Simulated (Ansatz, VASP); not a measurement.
# One calculation of Al, two programs

POSCAR

```
Al
1.0
    0.0000000000      2.0229680459      2.0229680459
    2.0229680459      0.0000000000      2.0229680459
    2.0229680459      2.0229680459      0.0000000000
Al
1
Direct
    0.0000000000      0.0000000000      0.0000000000
```

File INCAR.step1:

```
ALGO = Normal ; EDIFF = 1E-4
ENCUT = 520 ; GGA = PE
ISMEAR = -1 ; LASPH = T
LCHARG = F ; LREAL = F
LWAVE = T ; NBANDS = 8
NELM = 60 ; PREC = Accurate
SIGMA = 0.1
```

File INCAR.step2:

```
ALGO = Normal ; EDIFF = 1E-6
ENCUT = 520 ; ISIF = 2
ISMEAR = -1 ; ISTART = 1
LASPH = T ; LCHARG = F
LMIXTAU = T ; LREAL = F
LWAVE = F ; METAGGA = R2SCAN
NBANDS = 8 ; NELM = 60
PREC = Accurate ; SIGMA = 0.1
```

KPOINTS

```
k-points
0
Gamma
  22 22 22
```

Input for Ansatz:

```yaml
crystal:
  lattice:
    - [0.0, 2.0229680459, 2.0229680459]
    - [2.0229680459, 0.0, 2.0229680459]
    - [2.0229680459, 2.0229680459, 0.0]
  atoms:
    - { symbol: Al, position: [0.0, 0.0, 0.0] }
hamiltonian:
  xc: r2scan
  pseudopotentials:
    kind: paw
    azcp:
      Al: "pseudopotentials/Al.paw.azcp"
basis:
  ecutwfc: 500
  fft_grid_basis: typed
kpoints:
  mp_grid: { grid: [22, 22, 22], shift: [0, 0, 0] }
magnetization:
  spin_polarized: false
scf:
  occupations: { method: fermi_dirac, width: 0.1 }
output:
  stress: true
```

Alike in both runs: task single point; functional r2SCAN; k mesh 22 × 22 × 22; occupations fermi-dirac, width 0.1 eV; no spin polarisation.

|  | VASP | Ansatz |
| --- | --- | --- |
| version | VASP 6.6.1 | Ansatz 0.2.0 |
| potentials or method | VASP PAW PBE potentials, release 64 (Al), cutoff 520 eV | plane waves (500 eV) with PAW, scalar-relativistic |
| valence electrons in the cell | 3 | 3 |

```tsv
	VASP	Ansatz	Ansatz less VASP
pressure (GPa)	-3.6	-3.3	+0.29
```

VASP's potentials were made for PBE, not for r2SCAN.
